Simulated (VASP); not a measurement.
Set up this calculation in VASP 6.6.1, as the native input.

```yaml
Task: single point
Functional: r2SCAN
Potentials_or_basis: VASP PAW PBE potentials, release 64 (Mg, O)
Cutoff: 520 eV
k_mesh: 10 × 10 × 10
Occupations: gaussian, width 0.05 eV
Spin: no spin polarisation
Dipole_correction: no
Further_INCAR_settings: ALGO = Normal; EDIFF = 1e-06; NBANDS = 11
```

Crystal: MgO.

```
CELL_PARAMETERS angstrom
0.00000 2.13515 2.13515
2.13515 0.00000 2.13515
2.13515 2.13515 0.00000
ATOMIC_POSITIONS crystal
Mg 0.00000 0.00000 0.00000
O 0.48244 0.48244 0.51756
```

This cell differs from its parent crystal: all O atoms moved +0.075 Å, as atom 2 towards its neighbour atom 1 (Mg) at 2.135 Å.

The input as run:

POSCAR

```
MgO
1.0
    0.0000000000      2.1351500000      2.1351500000
    2.1351500000      0.0000000000      2.1351500000
    2.1351500000      2.1351500000      0.0000000000
Mg O
1 1
Direct
    0.0000000000      0.0000000000      0.0000000000
    0.4824368311      0.4824368311      0.5175631689
```

INCAR.step1

```
PREC = Accurate
ENCUT = 520
ISMEAR = 0
SIGMA = 0.05
LREAL = F
LASPH = T
NELM = 100
NBANDS = 11
GGA = PE
ALGO = Normal
EDIFF = 1E-4
LWAVE = T
LCHARG = F
```

INCAR.step2

```
PREC = Accurate
ENCUT = 520
EDIFF = 1E-6
ISMEAR = 0
SIGMA = 0.05
LREAL = F
LASPH = T
NELM = 100
ALGO = Normal
ISIF = 2
LWAVE = F
LCHARG = F
METAGGA = R2SCAN
LMIXTAU = T
NBANDS = 11
ISTART = 1
```

KPOINTS

```
regular mesh
0
Gamma
  10 10 10
```

Potentials or basis: VASP PAW PBE potentials, release 64 (Mg, O).

Launch:

```bash
$ cat potpaw_PBE.64/Mg/POTCAR potpaw_PBE.64/O/POTCAR > POTCAR
$ cp INCAR.step1 INCAR
$ mpirun -np 1 vasp_std > vasp.out
$ cp INCAR.step2 INCAR
$ mpirun -np 1 vasp_std > vasp.out
```

Results of the run:

- Pressure: -7.7 GPa
- Largest force: 0.351 eV/Å
- Band gap on the k mesh: 5.20 eV, direct

Caveat: the cell differs from its parent crystal (all O atoms moved +0.075 Å, as atom 2 towards its neighbour atom 1 (Mg) at 2.135 Å); the PAW data sets were made with another functional, which shifts forces and pressure a little.

It took 25 s on 1 thread of Intel(R) Xeon(R) 6975P-C (Granite Rapids), on a shared host, peak memory 0.15 GiB.
